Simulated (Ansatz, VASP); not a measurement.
## TiC: VASP beside Ansatz

```
CELL_PARAMETERS angstrom
0.00000 2.16400 2.16400
2.16400 0.00000 2.16400
2.16400 2.16400 0.00000
ATOMIC_POSITIONS crystal
Ti 0.00000 0.00000 0.00000
C 0.50000 0.50000 0.50000
```

Alike in both runs: task single point; functional PBEsol; k mesh 8 × 8 × 8; occupations gaussian, width 0.1 eV; no spin polarisation.

|  | VASP | Ansatz |
| --- | --- | --- |
| version | VASP 6.6.1 | Ansatz 0.2.0 |
| potentials or method | VASP PAW PBE potentials, release 64 (Ti_sv, C), cutoff 520 eV | scalar-relativistic, plane waves, PAW |
| valence electrons in the cell | 16 | 16 |

VASP gave:

| Property | Result |
| --- | --- |
| gap on the k mesh at the Fermi level (eV) | none |
| pressure (GPa) | -5.9 |

Task: What did Ansatz give for the same quantities?

Result: gap on the k mesh at the Fermi level (eV): none; pressure (GPa): -6.1.

VASP's potentials were made for PBE, not for PBEsol. A gap of «none» marks a metal or a gap that the smearing closes.
